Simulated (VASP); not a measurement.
Runs of VASP 6.6.1 on B. The structure is that of space group P6/mmm (No. 191), or close to it. The cells are those of the table. 

| task | cell | k mesh | cutoff (eV) | gap on the mesh (eV) | pressure (GPa) |
| --- | --- | --- | --- | --- | --- |
| single point | a = 2.620, b = 2.620, c = 3.792 Å, angles 90.0, 90.0, 120.0°, 2 atoms | 6 × 6 × 6 | 500 | none | (a) |
| relaxation of cell and atoms | relaxed from a = 2.620, b = 2.620, c = 3.792 Å, angles 90.0, 90.0, 120.0°, 2 atoms | 12 × 12 × 6 | 600 | none | -0.3 |
| single point | a = 2.993, b = 2.993, c = 1.916 Å, angles 90.0, 90.0, 120.0°, 2 atoms | 18 × 18 × 22 | 520 | none | 0.1 |
| single point | a = 3.011, b = 3.011, c = 1.866 Å, angles 90.0, 90.0, 120.0°, 2 atoms | 12 × 12 × 6 | 520 | none | 0.0 |

Alike in all rows: level PBE+D3(BJ); potentials or basis VASP PAW PBE potentials, release 64 (B); no spin polarisation; smearing gaussian 0.1 eV.

Q: Estimate the missing entries.

A: (a) 44.1.

Caveats: some runs use coarse meshes; pairwise dispersion overbinds metals, which lowers pressure and volume (some runs).

A gap of «none» marks levels without a gap at the run's occupations.
